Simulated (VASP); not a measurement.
Here is a VASP 6.6.1 calculation.

Contents of POSCAR:

```
Si
1.0
    0.0000000000      2.7221188962      2.7221188962
    2.7221188962      0.0000000000      2.7221188962
    2.7221188962      2.7221188962      0.0000000000
Si
2
Direct
    0.0000000000      0.0000000000      0.0000000000
    0.2500000000      0.2500000000      0.2500000000
```

INCAR.step1

```
SYSTEM = Si
PREC = Accurate ; ENCUT = 520
EDIFF = 1E-5 ; ISMEAR = 0
SIGMA = 0.01 ; LREAL = .FALSE.
LASPH = .TRUE. ; NELM = 80
ALGO = Normal ; ISIF = 2
LWAVE = .TRUE. ; LCHARG = .FALSE.
NBANDS = 11 ; GGA = PE
```

File INCAR.step2:

```
SYSTEM = Si
PREC = Accurate ; ENCUT = 520
EDIFF = 1E-7 ; ISMEAR = 0
SIGMA = 0.01 ; LREAL = .FALSE.
LASPH = .TRUE. ; NELM = 80
ALGO = Normal ; ISIF = 2
LWAVE = .FALSE. ; LCHARG = .FALSE.
GGA = PE ; LHFCALC = .TRUE.
AEXX = 0.4 ; HFSCREEN = 0.1
PRECFOCK = Normal ; NBANDS = 11
ISTART = 1
```

The input KPOINTS:

```
Automatic mesh
0
G
  4 4 4
  0 0 0
```

Potentials or basis: VASP PAW PBE potentials, release 64 (Si).

Launch:

```bash
$ cat potpaw_PBE.64/Si/POTCAR > POTCAR
$ cp INCAR.step1 INCAR
$ mpirun -np 1 vasp_std > vasp.out
$ cp INCAR.step2 INCAR
$ mpirun -np 1 vasp_std > vasp.out
```

**Question.** Estimate the pressure.

**Answer.** -1.5 GPa.

**Question.** What does it give for the band gap on the k mesh?

**Answer.** 2.27 eV (least direct gap 4.40 eV).

Caveat: the k points lie up to 0.50 Å⁻¹ apart; the PAW data sets were made with another functional, which shifts forces and pressure a little. A k mesh can miss the band edges.
